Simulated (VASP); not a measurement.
# Al15SiN16 (a cell with a defect) in VASP: notebook

The runs below take Al15SiN16 (a cell with a defect) through single point, with PBE.

Everything below comes from runs of VASP 6.6.1. Logs are shortened: lines on timing, memory, paths and dates and some standing lists are left out, and cuts for length are marked.

**1. The cell of the first run**

The cell holds a defect, 32 atoms: a = 6.260 Å, b = 6.260 Å, c = 10.035 Å, α = 90.00°, β = 90.00°, γ = 120.00°.

**2. Single point, PBE, collinear spin**

File INCAR:

```
SYSTEM = Al15SiN16
ALGO = Normal
EDIFF = 1E-6
ENCUT = 520
GGA = PE
GGA_COMPAT = .FALSE.
ISIF = 2
ISMEAR = -1
ISPIN = 2
LASPH = .TRUE.
LCHARG = .FALSE.
LORBIT = 11
LREAL = Auto
LWAVE = .FALSE.
MAGMOM = 0.01 0 0 0.01 0.01 0 0 0.01 0.01 0 0 0.01 0 0 0 0.05 0.05 0 0 0.01 0.04 0.02 0 0 0.04 0.02 0 0 0 0.02 0.02 0
NBANDS = 90
NELM = 200
NUPDOWN = 1.0
PREC = Accurate
SIGMA = 0.01
```

File KPOINTS:

```
k-points
0
G
  1 1 1
  0 0 0
```

File POSCAR:

```
Al15SiN16
1.0
    6.2595139128      0.0000000578      0.0000000000
   -3.1297570064      5.4208980350      0.0000000000
    0.0000000000      0.0000000000     10.0348065929
Al Si N
15 1 16
Direct
    0.3391372606      0.1621522133      0.2521383673
    0.3355366414      0.1664703540      0.7489072046
    0.1670073824      0.3349625391      1.0047589959
    0.3379309551      0.6789043522      0.2521318428
    0.1696364813      0.8340126486      0.4971849360
    0.3364565744      0.6702791490      0.7496450786
    0.1657251869      0.8346454717      0.9974537042
    0.8223072004      0.1636030400      0.2523157100
    0.6669782070      0.3316543066      0.4969577042
    0.8317287012      0.1659503418      0.7495095158
    0.6669102789      0.3360538492      0.9973572183
    0.8329851736      0.6684337944      0.2454427594
    0.6701836968      0.8315432269      0.4995271231
    0.8349913740      0.6664171442      0.7478464547
    0.6679351491      0.8338675976      0.9987703827
    0.1682097842      0.3336698691      0.5058768951
    0.3213640840      0.1788784445      0.4469145723
    0.1677432564      0.3337328514      0.1939999221
    0.3312558793      0.1701883528      0.9369860385
    0.1685328126      0.3336219019      0.6839890105
    0.3241819517      0.6439728586      0.4485672767
    0.1616559899      0.8311515023      0.1851036456
    0.3322135991      0.6679804930      0.9379963277
    0.1699334984      0.8331414896      0.6871965710
    0.8575806213      0.1782006358      0.4485062070
    0.6697976147      0.3396342978      0.1849697528
    0.8341424141      0.1698130842      0.9379079701
    0.6681855570      0.3318026329      0.6870290695
    0.8343845157      0.6669438392      0.4374065304
    0.6694964378      0.8323091434      0.1876713536
    0.8327802810      0.6689448561      0.9353559898
    0.6698212700      0.8328577081      0.6883590987
```

Potentials or basis: VASP PAW PBE potentials, release 64 (Al, Si, N).

Started as:

```console
> cat potpaw_PBE.64/Al/POTCAR potpaw_PBE.64/Si/POTCAR potpaw_PBE.64/N/POTCAR > POTCAR
> mpirun -np 1 vasp_gam > vasp.out
```

OUTCAR:

```text
SYSTEM = Al15SiN16
   EDIFF = 1E-6
   ENCUT = 520
   GGA = PE
   ISIF = 2
   ISMEAR = -1
   ISPIN = 2
   LASPH = .TRUE.
   LORBIT = 11
   LREAL = Auto
   NELM = 200
   NUPDOWN = 1.0
   PREC = Accurate

 ion  position               nearest neighbor table
   1  0.339  0.162  0.252-  26 1.92  22 1.92  18 1.95  17 1.96   8 3.02   4 3.02   9 3.03   5 3.04
                             3 3.11   7 3.11  11 3.11  12 3.13  12 3.13  16 3.15   4 3.24   8 3.24
   2  0.336  0.166  0.749-  19 1.89  28 1.91  24 1.91  20 1.93  16 3.04  11 3.07   7 3.08   9 3.10
                             5 3.10  10 3.11   6 3.11  14 3.13  14 3.13   6 3.15   3 3.15  10 3.15
   3  0.167  0.335  0.005-  18 1.90  19 1.91  27 1.93  23 1.93   4 3.10   1 3.11   8 3.11  11 3.13
                             7 3.13  15 3.13  15 3.13   7 3.13  11 3.13   6 3.14  10 3.14   2 3.15
   4  0.338  0.679  0.252-  22 1.91  30 1.91  18 1.96  21 1.98   5 3.02   1 3.02   8 3.03  13 3.07
                             3 3.10  15 3.11   7 3.11  12 3.13  12 3.13  16 3.16   8 3.23   1 3.24
   5  0.170  0.834  0.497-  24 1.91  29 1.91  21 1.93  17 1.94   4 3.02   1 3.04  14 3.10   2 3.10
                             6 3.10   9 3.11  12 3.12  13 3.12  16 3.13  16 3.13  13 3.14   9 3.15
   6  0.336  0.670  0.750-  23 1.89  24 1.89  32 1.91  20 1.94  16 3.05  15 3.08   7 3.08  13 3.09
                            10 3.10   5 3.10   2 3.11  14 3.13  14 3.13   3 3.14   2 3.15  10 3.16
   7  0.166  0.835  0.997-  22 1.88  23 1.90  31 1.91  19 1.92  12 3.07   2 3.08   6 3.08  14 3.08
                             1 3.11  15 3.11   4 3.11  11 3.12   3 3.13   3 3.13  11 3.14  15 3.15
   8  0.822  0.164  0.252-  26 1.91  30 1.91  18 1.96  25 1.98   9 3.02   1 3.02   4 3.03  13 3.07
                             3 3.11  15 3.11  11 3.12  12 3.13  12 3.13  16 3.16   4 3.23   1 3.24
   9  0.667  0.332  0.497-  28 1.91  29 1.91  25 1.93  17 1.94   8 3.02   1 3.03   2 3.10  14 3.10
[... 17 lines left out ...]
  19  0.331  0.170  0.937-   2 1.89   3 1.91   7 1.92  11 1.92
  20  0.169  0.334  0.684-  16 1.79   2 1.93   6 1.94  10 1.94
  21  0.324  0.644  0.449-  16 1.78   5 1.93  13 1.95   4 1.98
  22  0.162  0.831  0.185-  12 1.88   7 1.88   4 1.91   1 1.92
[... 8 lines left out ...]
  31  0.833  0.669  0.935-  14 1.88  15 1.90  11 1.91   7 1.91
  32  0.670  0.833  0.688-  14 1.89  13 1.89  10 1.91   6 1.91

  LATTYP: Found a hexagonal cell.
 ALAT       =     6.2595139128
 C/A-ratio  =     1.6031287306

  Lattice vectors:

 A1 = (   6.2595139128,   0.0000000578,   0.0000000000)
 A2 = (  -3.1297570064,   5.4208980350,   0.0000000000)
 A3 = (   0.0000000000,   0.0000000000,  10.0348065929)

Analysis of symmetry for initial positions (statically):
=====================================================================
 Subroutine PRICEL returns:
 Original cell was already a primitive cell.

 Routine SETGRP: Setting up the symmetry group for a
 hexagonal supercell.

 Subroutine GETGRP returns: Found  1 space group operations
 (whereof  1 operations were pure point group operations)
 out of a pool of 24 trial point group operations.

The static configuration has the point symmetry C_1 .

Analysis of symmetry for dynamics (positions and initial velocities):
=====================================================================
 Subroutine PRICEL returns:
 Original cell was already a primitive cell.

 Routine SETGRP: Setting up the symmetry group for a
 hexagonal supercell.

 Subroutine GETGRP returns: Found  1 space group operations
 (whereof  1 operations were pure point group operations)
 out of a pool of 24 trial point group operations.

The dynamic configuration has the point symmetry C_1 .

Analysis of structural, dynamic, and magnetic symmetry:
=====================================================================
 Subroutine PRICEL returns:
 Original cell was already a primitive cell.

 Routine SETGRP: Setting up the symmetry group for a
 hexagonal supercell.

 Subroutine GETGRP returns: Found  1 space group operations
 (whereof  1 operations were pure point group operations)
 out of a pool of 24 trial point group operations.

The overall configuration has the point symmetry C_1 .

 Subroutine INISYM returns: Found  1 space group operations
 (whereof  1 operations are pure point group operations),
 and found     1 'primitive' translations

----------------------------------------------------------------------------------------

                                     Primitive cell
[... 116 lines left out ...]
   NGXF,Y,Z  is equivalent  to a cutoff of  25.50, 25.50, 26.51 a.u.
 SYSTEM =  Al15SiN16
   PREC   = accura    normal or accurate (medium, high low for compatibility)
   ISTART =      0    job   : 0-new  1-cont  2-samecut
   ICHARG =      2    charge: 1-file 2-atom 10-const
   ISPIN  =      2    spin polarized calculation?
   LNONCOLLINEAR =      F non collinear calculations
   LSORBIT =      F    spin-orbit coupling
   LASPH  =      T    aspherical Exc in radial PAW
   ENCUT  =  520.0 eV  38.22 Ry    6.18 a.u.  11.64 11.64 18.66*2*pi/ulx,y,z
   NELM   =    200;   NELMIN=  2; NELMDL= -5     # of ELM steps
   EDIFF  = 0.1E-05   stopping-criterion for ELM
   LREAL  =      T    real-space projection
   EDIFFG = 0.1E-04   stopping-criterion for IOM
   NSW    =      0    number of steps for IOM
   IBRION =     -1    ionic relax: 0-MD 1-quasi-New 2-CG
   NFREE  =      0    steps in history (QN), initial steepest desc. (CG)
   ISIF   =      2    stress and relaxation
   ISYM   =      2    0-nonsym 1-usesym 2-fastsym
   POTIM  = 0.5000    time-step for ionic-motion
   TEBEG  =    0.0;   TEEND  =   0.0 temperature during run
   PSTRESS=    0.0 pullay stress
   NELECT =     129.0000    total number of electrons
   NUPDOWN=       1.0000    fix difference up-down
   EMIN   =  10.00;   EMAX   =-10.00  energy-range for DOS
   EFERMI =   0.00;   METHOD = LEGACY
   ISMEAR =    -1;   SIGMA  =   0.01  broadening in eV -4-tet -1-fermi 0-gaus
   EFERMI_NEDOS =   21; number of points for ismear=-14 and -15
   IALGO  =     38    algorithm
   IMIX   =      4    mixing-type and parameters
     AMIX     =   0.40;   BMIX     =  1.00
     AMIX_MAG =   1.60;   BMIX_MAG =  1.00
  volume/ion in A,a.u.               =      10.64        71.81
  Fermi-wavevector in a.u.,A,eV,Ry     =   1.184580  2.238532 19.092105  1.403230
  Thomas-Fermi vector in A             =   2.320791
   LORBIT       =     11    0 simple, 1 ext, 2 COOP (PROOUT), +10 PAW based schemes
   GGA     = PE    functional components
   LHFCALC =     F    Hartree Fock is set to
   AEXX    =    0.0000 exact exchange contribution
   IVDW    =     0    specifies the selected vdW correction
   LEPSILON=     F    determine dielectric tensor
   LRPA    =     F    only Hartree local field effects (RPA)
 spin polarized calculation
  energy-cutoff  :      520.00
  volume of cell :      340.50
 maximum number of plane-waves:      4582
 NGX is ok and might be reduce to    48
   NGX = 23   NGY = 23   NGZ = 37

 number of electron     129.0000000 magnetization       1.0000022

 Free energy of the ion-electron system (eV)
  ---------------------------------------------------
  ext. energy  EPLUGINS =         0.00000000
  ---------------------------------------------------
  free energy    TOTEN  =      -227.47155270 eV

  energy without entropy =     -227.47155270  energy(sigma->0) =     -227.47155270

 E-fermi :   6.4323     XC(G=0): -10.8096

 val. band max:        9.2707618989   @ k =   0.0000   0.0000   0.0000
 cond. band min:       9.9866931697   @ k =   0.0000   0.0000   0.0000
 fundamental gap:      0.7159312708
 Fermi energy:         9.5846785526

 spin component 1

 k-point     1 :       0.0000    0.0000    0.0000
  band No.  band energies     occupation
      1      -9.3692      1.00000
      2      -8.2899      1.00000
      3      -8.0779      1.00000
      4      -7.3151      1.00000
      5      -7.2815      1.00000
      6      -7.2609      1.00000
[... 68 lines left out ...]
     75      11.7205      0.00000
     76      11.9939      0.00000
 Fermi energy:         6.4322801096

 spin component 2

 k-point     1 :       0.0000    0.0000    0.0000
  band No.  band energies     occupation
      1      -9.3110      1.00000
      2      -8.2587      1.00000
      3      -8.0436      1.00000
      4      -7.3000      1.00000
      5      -7.2208      1.00000
      6      -7.2014      1.00000
[... 68 lines left out ...]
     75      11.7790      0.00000
     76      12.0166      0.00000
 [bands above 76 left out]

------------------------ aborting loop because EDIFF is reached ----------------------------------------

  FORCE on cell =-STRESS in cart. coord.  units (eV):
  Direction    XX          YY          ZZ          XY          YZ          ZX
  --------------------------------------------------------------------------------------
  -------------------------------------------------------------------------------------
  Total       10.8904326      9.4215131    -13.4815870     -1.2569415     -0.0477651      0.0405100
  in kB       51.2430368     44.3312914    -63.4352631     -5.9143198     -0.2247506      0.1906127
  external PRESSURE =      10.7130217 kB  Pullay stress =       0.0000000 kB

 VOLUME and BASIS-vectors are now :
 -----------------------------------------------------------------------------
  energy-cutoff  :      520.00
  volume of cell :      340.50
      direct lattice vectors                 reciprocal lattice vectors
     6.259513913  0.000000058  0.000000000     0.159756813  0.092235641  0.000000000
    -3.129757006  5.420898035  0.000000000    -0.000000002  0.184471279  0.000000000
     0.000000000  0.000000000 10.034806593     0.000000000  0.000000000  0.099653141

 POSITION                                       TOTAL-FORCE (eV/Angst)
 -----------------------------------------------------------------------------------
      1.61534      0.87901      2.53016        -0.553715      0.305881     -0.529279
      1.57928      0.90242      7.51514         0.190048     -0.150255     -0.492697
     -0.00297      1.81580      0.04776        -0.122643      0.054603     -0.506559
     -0.00952      3.68027      2.53009         0.180619     -0.726356     -0.393363
     -1.54842      4.52110      4.98915         0.164994      0.095011     -0.076573
      0.00824      3.63351      7.52254         0.086684      0.066796     -0.503789
[... 24 lines left out ...]
      3.11916      3.62628      9.38612         0.142482     -0.091960      0.539385
      1.58611      4.51484      6.90755        -0.141853      0.053064      0.497410
 -----------------------------------------------------------------------------------
    total drift:                                0.005224     -0.000793      0.017507

  FREE ENERGIE OF THE ION-ELECTRON SYSTEM (eV)
  ---------------------------------------------------
  free  energy   TOTEN  =      -227.4715526959 eV

  energy  without entropy=     -227.4715526959  energy(sigma->0) =     -227.47155270

 total charge

# of ion       s       p       d       tot
------------------------------------------
    1        0.332   0.418   0.000   0.750
    2        0.343   0.435   0.000   0.777
    3        0.343   0.432   0.000   0.774
    4        0.331   0.417   0.000   0.748
    5        0.333   0.424   0.000   0.757
    6        0.343   0.434   0.000   0.777
[... 24 lines left out ...]
   31        1.204   2.678   0.000   3.882
   32        1.197   2.681   0.000   3.878
--------------------------------------------------
tot         25.014  50.114   0.000  75.128

 magnetization (x)

# of ion       s       p       d       tot
------------------------------------------
    1        0.001   0.007   0.000   0.008
    2        0.000   0.000   0.000   0.000
    3        0.000  -0.000   0.000  -0.000
    4        0.001   0.007   0.000   0.008
    5        0.004   0.004   0.000   0.007
    6        0.000   0.000   0.000   0.000
[... 24 lines left out ...]
   31        0.013   0.002   0.000   0.015
   32        0.004  -0.001   0.000   0.003
--------------------------------------------------
tot          0.281   0.078   0.000   0.359
```

Run time: 87 s. Hardware: 1 thread of AMD EPYC 9R45 (Zen 5), shared host; peak memory 0.53 GiB.

Results:

```yaml
Free_energy: -227.4716 eV
Pressure: 1.1 GPa
Largest_force: 1.013 eV/Å
Net_moment: 1.00 μB per cell
Site_moments: Al +0.01, +0.00, -0.00 (each value once); Si +0.08; N +0.04, -0.00, +0.00, +0.01, +0.02 (each value once) μB
Valence_electrons_inside_the_program's_atomic_spheres: Al 0.75, 0.78, 0.77, 0.76, 0.80, 0.79 (each value once); Si 1.62; N 3.88, 3.83, 3.87, 3.89 (each value once)
```

Forces in eV/Å, atoms in the order of the input:
```
Al  -0.554  0.306 -0.529
Al   0.190 -0.150 -0.493
Al  -0.123  0.055 -0.507
Al   0.181 -0.726 -0.393
Al   0.165  0.095 -0.077
Al   0.087  0.067 -0.504
Al  -0.162 -0.020 -0.618
Al   0.726  0.221 -0.421
Al  -0.006 -0.192 -0.067
Al   0.007 -0.126 -0.482
Al  -0.041  0.133 -0.610
Al   0.128 -0.080 -0.330
Al  -0.485  0.299 -0.306
Al   0.095 -0.019 -0.506
Al  -0.068  0.061 -0.614
Si  -0.150  0.056 -0.666
N    0.090 -0.010  0.270
N   -0.132  0.078  0.369
N    0.210 -0.108  0.577
N   -0.075  0.044 -0.011
N    0.010 -0.058  0.118
N    0.259  0.268  0.934
N    0.179 -0.044  0.554
N   -0.199  0.101  0.487
N    0.090 -0.008  0.136
N   -0.087 -0.341  0.950
N    0.097 -0.126  0.552
N   -0.178  0.124  0.488
N    0.210 -0.122  0.001
N   -0.464  0.260  0.660
N    0.142 -0.092  0.539
N   -0.142  0.053  0.497
```

Caveat: the k points lie up to 1.16 Å⁻¹ apart; the total moment is fixed, so each spin has its own Fermi level.

**3. Single point, PBE, collinear spin**

File INCAR:

```
SYSTEM = Al15SiN16
PREC = Accurate
ENCUT = 520
EDIFF = 1E-6
ISMEAR = 0
SIGMA = 0.01
LREAL = Auto
LASPH = .True.
NELM = 200
ALGO = Normal
ISIF = 2
LWAVE = .False.
LCHARG = .False.
ISPIN = 2
MAGMOM = 0.01 0 0 0.01 0 0 0 0.01 0 0 0 0 0 0 0 0.03 0.04 0 0 0 0.04 0.04 0 0 0.04 0.04 0 0 0 0.02 0.01 0
LORBIT = 11
NUPDOWN = 1.0
GGA = PE
NBANDS = 90
GGA_COMPAT = .False.
```

File KPOINTS:

```
Automatic mesh
0
Gamma
  1 1 1
  0.25 0.25 0.25
```

POSCAR, as its differences from that of step 2:

```diff
@@ -2,5 +2,5 @@
 1.0
-    6.2595139128      0.0000000578      0.0000000000
-   -3.1297570064      5.4208980350      0.0000000000
-    0.0000000000      0.0000000000     10.0348065929
+    6.2595139092      0.0000000618      0.0000000000
+   -3.1297570081      5.4208980298      0.0000000000
+    0.0000000000      0.0000000000     10.0348065900
 Al Si N
```

Potentials or basis: VASP PAW PBE potentials, release 64 (Al, Si, N).

Started as:

```console
> cat potpaw_PBE.64/Al/POTCAR potpaw_PBE.64/Si/POTCAR potpaw_PBE.64/N/POTCAR > POTCAR
> mpirun -np 1 vasp_std > vasp.out
```

Wall time 9.6 min (1 thread of AMD EPYC 9R45 (Zen 5), shared host); peak memory 0.68 GiB.

It converged, with:

* Free energy: -239.4889 eV
* Pressure: -1.2 GPa
* Largest force: 0.257 eV/Å
* Net moment: 1.00 μB per cell
* Site moments: Al +0.01, +0.00, -0.00 (each value once); Si +0.06; N +0.04, -0.00, +0.00, +0.03, +0.01 (each value once) μB
* Valence electrons inside the program's atomic spheres: Al 0.77, 0.80, 0.79, 0.78, 0.81 (each value once); Si 1.64; N 3.85, 3.80, 3.83, 3.84 (each value once)

Forces on the atoms (eV/Å):
```
Al   0.093 -0.066 -0.078
Al   0.085 -0.091 -0.001
Al  -0.128  0.060  0.002
Al   0.138 -0.023  0.054
Al  -0.102 -0.048  0.050
Al   0.096 -0.052  0.003
Al  -0.112  0.018  0.000
Al   0.092 -0.093  0.025
Al  -0.023  0.108  0.055
Al   0.112 -0.068  0.025
Al  -0.049  0.069  0.006
Al   0.136 -0.086 -0.011
Al  -0.193  0.133 -0.106
Al   0.112 -0.031  0.001
Al  -0.116  0.090  0.008
Si  -0.125  0.040  0.001
N    0.067  0.006  0.156
N   -0.131  0.072 -0.009
N    0.161 -0.077  0.030
N   -0.069  0.036 -0.012
N    0.023 -0.041 -0.089
N   -0.100  0.065  0.103
N    0.171 -0.105 -0.023
N   -0.179  0.107  0.000
N    0.092 -0.035 -0.064
N   -0.083  0.074  0.119
N    0.146 -0.097 -0.020
N   -0.157  0.108  0.004
N    0.200 -0.114 -0.001
N   -0.091  0.041 -0.211
N    0.119 -0.072  0.000
N   -0.184  0.071 -0.019
```

Stress tensor (GPa, compression positive):
```
-2.83 -0.73  0.04
-0.73 -3.67 -0.04
 0.04 -0.04  2.90
```

Caveat: the k points lie up to 1.16 Å⁻¹ apart; the total moment is fixed, so each spin has its own Fermi level.
